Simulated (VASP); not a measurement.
# Ir (Fm-3m) in VASP: a series of runs

Ir is run at these levels: LDA; tasks: relaxation of cell and atoms, single point.

Program: VASP 6.6.1. These are calculated values, not measurements. Logs are shortened: lines on timing, memory, paths and dates and some standing lists are left out, and cuts for length are marked.

## Step 1: The cell of the first run

Symmetry: Fm-3m, No. 225, cubic system. The conventional cell has a = 3.831 Å, b = 3.831 Å, c = 3.831 Å, α = 90.00°, β = 90.00°, γ = 90.00°. Ir (site symmetry m-3m) has 12 Ir at 2.71 Å within 3.6 Å.

## Step 2: Relaxation of cell and atoms, LDA

Contents of INCAR:

```
  ALGO = Normal
  EDIFF = 1E-6
  EDIFFG = -0.005
  ENCUT = 600
  GGA = CA
  IBRION = 2
  ISIF = 3
  ISMEAR = 0
  LASPH = T
  LCHARG = F
  LREAL = F
  LWAVE = F
  NELM = 100
  NSW = 100
  PREC = Accurate
  SIGMA = 0.1
```

Contents of KPOINTS:

```
k-points
0
Gamma
  18 18 18
```

Contents of POSCAR:

```
Ir
1.0
    0.0000000000      1.9156000000      1.9156000000
    1.9156000000      0.0000000000      1.9156000000
    1.9156000000      1.9156000000      0.0000000000
Ir
1
Direct
    0.0000000000      0.0000000000      0.0000000000
```

Potentials or basis: VASP PAW LDA potentials, release 64 (Ir).

Command:

```sh
> cat potpaw_LDA.64/Ir/POTCAR > POTCAR
> mpirun -np 1 vasp_std > vasp.out
```

OUTCAR:

```text
EDIFF = 1E-6
   EDIFFG = -0.005
   ENCUT = 600
   GGA = CA
   IBRION = 2
   ISIF = 3
   ISMEAR = 0
   LASPH = T
   LREAL = F
   NELM = 100
   NSW = 100
   PREC = Accurate

 ion  position               nearest neighbor table
   1  0.000  0.000  0.000-

  LATTYP: Found a face centered cubic cell.
 ALAT       =     3.8312000000

  Lattice vectors:

 A1 = (   0.0000000000,   1.9156000000,   1.9156000000)
 A2 = (   1.9156000000,   0.0000000000,   1.9156000000)
 A3 = (   1.9156000000,   1.9156000000,   0.0000000000)

Analysis of symmetry for initial positions (statically):
=====================================================================
 Subroutine PRICEL returns:
 Original cell was already a primitive cell.

 Routine SETGRP: Setting up the symmetry group for a
 face centered cubic supercell.

 Subroutine GETGRP returns: Found 48 space group operations
 (whereof 48 operations were pure point group operations)
 out of a pool of 48 trial point group operations.

The static configuration has the point symmetry O_h .

Analysis of symmetry for dynamics (positions and initial velocities):
=====================================================================
 Subroutine PRICEL returns:
 Original cell was already a primitive cell.

 Routine SETGRP: Setting up the symmetry group for a
 face centered cubic supercell.

 Subroutine GETGRP returns: Found 48 space group operations
 (whereof 48 operations were pure point group operations)
 out of a pool of 48 trial point group operations.

The dynamic configuration has the point symmetry O_h .

 Subroutine INISYM returns: Found 48 space group operations
 (whereof 48 operations are pure point group operations),
 and found     1 'primitive' translations

----------------------------------------------------------------------------------------

                                     Primitive cell

  volume of cell :      14.0587

  direct lattice vectors                    reciprocal lattice vectors
     0.000000000  1.915600000  1.915600000    -0.261014826  0.261014826  0.261014826
     1.915600000  0.000000000  1.915600000     0.261014826 -0.261014826  0.261014826
     1.915600000  1.915600000  0.000000000     0.261014826  0.261014826 -0.261014826

  length of vectors
     2.709067500  2.709067500  2.709067500     0.452090940  0.452090940  0.452090940

  position of ions in fractional coordinates (direct lattice)
     0.000000000  0.000000000  0.000000000

  ion indices of the primitive-cell ions
   primitive index   ion index
                 1           1

----------------------------------------------------------------------------------------

 KPOINTS: k-points

Automatic generation of k-mesh.
 Grid dimensions read from file:
 generate k-points for:   18   18   18

 Generating k-lattice:

  Cartesian coordinates                     Fractional coordinates (reciprocal lattice)
    -0.014500824  0.014500824  0.014500824     0.055555556  0.000000000  0.000000000
     0.014500824 -0.014500824  0.014500824     0.000000000  0.055555556  0.000000000
     0.014500824  0.014500824 -0.014500824     0.000000000  0.000000000  0.055555556

  Length of vectors
     0.025116163  0.025116163  0.025116163

  Shift w.r.t. Gamma in fractional coordinates (k-lattice)
     0.000000000  0.000000000  0.000000000

 Subroutine IBZKPT returns following result:
 ===========================================

 Found    195 irreducible k-points:

 Following reciprocal coordinates:
            Coordinates               Weight
  0.000000  0.000000  0.000000      1.000000
  0.055556  0.000000  0.000000      8.000000
  0.111111  0.000000  0.000000      8.000000
  0.166667  0.000000  0.000000      8.000000
  0.222222  0.000000  0.000000      8.000000
  0.277778  0.000000  0.000000      8.000000
[... 16 lines left out ...]
 -0.277778  0.055556  0.000000     24.000000
 -0.222222  0.055556  0.000000     24.000000
 [... further k-points ...]
   k-points           NKPTS =    195   k-points in BZ     NKDIM =    195   number of bands    NBANDS=      8
   number of dos      NEDOS =    301   number of ions     NIONS =      1
   total plane-waves  NPLWV =  13824
   dimension x,y,z NGX =    24 NGY =   24 NGZ =   24
   dimension x,y,z NGXF=    48 NGYF=   48 NGZF=   48
   ions per type =               1
   NGX,Y,Z   is equivalent  to a cutoff of  14.73, 14.73, 14.73 a.u.
   NGXF,Y,Z  is equivalent  to a cutoff of  29.46, 29.46, 29.46 a.u.
 SYSTEM =  unknown system
   PREC   = accura    normal or accurate (medium, high low for compatibility)
   ISTART =      0    job   : 0-new  1-cont  2-samecut
   ICHARG =      2    charge: 1-file 2-atom 10-const
   ISPIN  =      1    spin polarized calculation?
   LNONCOLLINEAR =      F non collinear calculations
   LSORBIT =      F    spin-orbit coupling
   LASPH  =      T    aspherical Exc in radial PAW
   ENCUT  =  600.0 eV  44.10 Ry    6.64 a.u.   5.41  5.41  5.41*2*pi/ulx,y,z
   NELM   =    100;   NELMIN=  2; NELMDL= -5     # of ELM steps
   EDIFF  = 0.1E-05   stopping-criterion for ELM
   LREAL  =      F    real-space projection
   EDIFFG = -.5E-02   stopping-criterion for IOM
   NSW    =    100    number of steps for IOM
   IBRION =      2    ionic relax: 0-MD 1-quasi-New 2-CG
   NFREE  =      1    steps in history (QN), initial steepest desc. (CG)
   ISIF   =      3    stress and relaxation
   ISYM   =      2    0-nonsym 1-usesym 2-fastsym
   POTIM  = 0.5000    time-step for ionic-motion
   TEBEG  =    0.0;   TEEND  =   0.0 temperature during run
   PSTRESS=    0.0 pullay stress
   NELECT =       9.0000    total number of electrons
   NUPDOWN=      -1.0000    fix difference up-down
   EMIN   =  10.00;   EMAX   =-10.00  energy-range for DOS
   EFERMI =   0.00;   METHOD = LEGACY
   ISMEAR =     0;   SIGMA  =   0.10  broadening in eV -4-tet -1-fermi 0-gaus
   EFERMI_NEDOS =   21; number of points for ismear=-14 and -15
   IALGO  =     38    algorithm
   IMIX   =      4    mixing-type and parameters
     AMIX     =   0.40;   BMIX     =  1.00
     AMIX_MAG =   1.60;   BMIX_MAG =  1.00
  volume/ion in A,a.u.               =      14.06        94.87
  Fermi-wavevector in a.u.,A,eV,Ry     =   1.410937  2.666284 27.085691  1.990742
  Thomas-Fermi vector in A             =   2.532839
   LORBIT       =      0    0 simple, 1 ext, 2 COOP (PROOUT), +10 PAW based schemes
   GGA     = CA    functional components
   LHFCALC =     F    Hartree Fock is set to
   AEXX    =    0.0000 exact exchange contribution
   IVDW    =     0    specifies the selected vdW correction
   LEPSILON=     F    determine dielectric tensor
   LRPA    =     F    only Hartree local field effects (RPA)
 conjugate gradient relaxation of ions
 non-spin polarized calculation
 Gauss-broadening in eV      SIGMA  =   0.10
  energy-cutoff  :      600.00
  volume of cell :       14.06
 maximum number of plane-waves:       489
 NGX is ok and might be reduce to    24
   NGX = 11   NGY = 11   NGZ = 11

--------------------------------------- Ionic step        1  -------------------------------------------

 number of electron       9.0000000 magnetization

 Free energy of the ion-electron system (eV)
  ---------------------------------------------------
  ext. energy  EPLUGINS =         0.00000000
  ---------------------------------------------------
  free energy    TOTEN  =       -10.32790978 eV

  energy without entropy =      -10.32286807  energy(sigma->0) =      -10.32538892

------------------------ aborting loop because EDIFF is reached ----------------------------------------

  FORCE on cell =-STRESS in cart. coord.  units (eV):
  Direction    XX          YY          ZZ          XY          YZ          ZX
  --------------------------------------------------------------------------------------
  -------------------------------------------------------------------------------------
  Total       -0.3230205     -0.3230205     -0.3230205     -0.0000000      0.0000000     -0.0000000
  in kB      -36.8125753    -36.8125753    -36.8125753     -0.0000000      0.0000000     -0.0000000
  external PRESSURE =     -36.8125753 kB  Pullay stress =       0.0000000 kB
[... 90 lines left out ...]
  energy  without entropy=      -10.3244681575  energy(sigma->0) =      -10.32694494

--------------------------------------- Ionic step        4  -------------------------------------------

 number of electron       9.0000000 magnetization

 Free energy of the ion-electron system (eV)
  ---------------------------------------------------
  ext. energy  EPLUGINS =         0.00000000
  ---------------------------------------------------
  free energy    TOTEN  =       -10.32942214 eV

  energy without entropy =      -10.32447030  energy(sigma->0) =      -10.32694622

 E-fermi :  10.6209     XC(G=0): -14.2299

 val. band max:       10.6139198158   @ k =   0.5000   0.2222   0.1111
 cond. band min:      10.6338971456   @ k =   0.3333   0.1111   0.0556
 fundamental gap:      0.0199773299
 Fermi energy:        10.6209346894

 k-point     1 :       0.0000    0.0000    0.0000
  band No.  band energies     occupation
      1      -0.6871      2.00000
      2       6.5759      2.00000
      3       6.5759      2.00000
      4       6.5759      2.00000
      5       9.3709      2.00000
      6       9.3709      2.00000
      7      24.8991      0.00000
      8      30.5316      0.00000
[... 243 lines left out ...]
 k-point    24 :      -0.2222    0.0556    0.0000
  band No.  band energies     occupation
      1       1.5526      2.00000
      2       5.9115      2.00000
      3       7.0528      2.00000
      4       7.1444      2.00000
      5       9.0611      2.00000
      6       9.9490      2.00000
      7      24.8345      0.00000
      8      27.6689      0.00000

 [... further k-points ...]
[... 5 lines left out ...]
  --------------------------------------------------------------------------------------
  -------------------------------------------------------------------------------------
  Total        0.0015790      0.0015790      0.0015790      0.0000000     -0.0000000      0.0000000
  in kB        0.1816372      0.1816372      0.1816372      0.0000000     -0.0000000      0.0000000
  external PRESSURE =       0.1816372 kB  Pullay stress =       0.0000000 kB
[... 16 lines left out ...]
  FREE ENERGIE OF THE ION-ELECTRON SYSTEM (eV)
  ---------------------------------------------------
  free  energy   TOTEN  =       -10.3294221407 eV

  energy  without entropy=      -10.3244702992  energy(sigma->0) =      -10.32694622

 reached required accuracy - stopping structural energy minimisation
```

It took 42 s on 1 thread of Intel Xeon 6975P-C, shared host; peak memory 0.18 GiB.

Results:

```
Free energy                            : -10.3294 eV
Relaxed volume                         : 13.93 Å³/atom
Relaxed cell                           : a = 2.701 Å, b = 2.701 Å, c = 2.701 Å, α = 60.00°, β = 60.00°, γ = 60.00°
Space group after relaxing (to 0.05 Å) : Fm-3m (No. 225)
Energy gained by relaxing              : 1.5 meV/atom
Ionic steps                            : 4
Pressure after relaxing                : 0.0 GPa
```

The path:
```
step  energy change (eV)  largest force (eV/Å)  pressure (GPa)  volume (Å³)
   1              0.0000                0.0000           -3.68        14.06
   2              0.0246                0.0000           16.81        13.41
   3             -0.0015                0.0000           -0.07        13.93
   4             -0.0015                0.0000            0.02        13.93
```

Final structure:
```
Ir
1.0
     0.00000    1.90964    1.90964
     1.90964    0.00000    1.90964
     1.90964    1.90964    0.00000
Ir
1
Direct
  0.00000 0.00000 0.00000
```

Levels at points of the mesh, in eV from the Fermi level:
| k point | band 1 | band 2 | band 3 | band 4 | band 5 | band 6 | band 7 | band 8 |
| --- | --- | --- | --- | --- | --- | --- | --- | --- |
| (0.00, 0.00, 0.00) | -11.31 | -4.05 | -4.05 | -4.05 | -1.25 | -1.25 | 14.28 | 19.91 |
| (0.50, 0.00, 0.00) | -8.32 | -4.14 | -4.14 | -0.79 | 0.89 | 0.89 | 7.39 | 13.82 |
| (0.50, 0.50, 0.00) | -8.13 | -7.57 | 0.88 | 1.48 | 1.48 | 1.71 | 10.70 | 11.74 |

Caveat: spin-orbit coupling is left out, which moves the levels of the heavy elements.

## Step 3: Single point, LDA

This run uses another cell than the first one, of 13.84 Å³/atom, 0.984 times its volume.

Contents of INCAR:

```
SYSTEM = Ir
ALGO = Normal
EDIFF = 1E-6
ENCUT = 500
GGA_COMPAT = .FALSE.
ISIF = 2
ISMEAR = 0
ISYM = 0
LASPH = .TRUE.
LCHARG = .FALSE.
LREAL = .FALSE.
LWAVE = .FALSE.
NBANDS = 10
NELM = 120
PREC = Accurate
SIGMA = 0.1
```

Contents of KPOINTS:

```
k-points
0
G
  15 15 16
  0 0 0
```

Contents of POSCAR:

```
Ir
1.0
    2.6947084175      0.0000000000      0.0000000000
   -1.3473542087      2.3336859453      0.0000000000
    1.3473542087      0.7778953151      2.2002202095
Ir
1
Direct
    0.0000000000      0.0000000000      0.0000000000
```

Potentials or basis: VASP PAW LDA potentials, release 64 (Ir).

Command:

```sh
> cat potpaw_LDA.64/Ir/POTCAR > POTCAR
> mpirun -np 1 vasp_std > vasp.out
```

It took 1.8 min on 1 thread of Intel Xeon 6975P-C, shared host; peak memory 0.34 GiB.

It converged, with:

| Quantity | Value |
| --- | --- |
| Free energy | -10.3281 eV |
| Pressure | 2.6 GPa |

Levels at points of the mesh, in eV from the Fermi level:
```csv
k point,band 1,band 2,band 3,band 4,band 5,band 6,band 7,band 8
"(0.00, 0.00, 0.00)",-11.37,-4.08,-4.08,-4.08,-1.26,-1.26,14.27,19.94
"(0.00, 0.00, 0.50)",-8.38,-4.18,-4.18,-0.80,0.91,0.91,7.47,13.81
```

Caveat: spin-orbit coupling is left out, which moves the levels of the heavy elements.
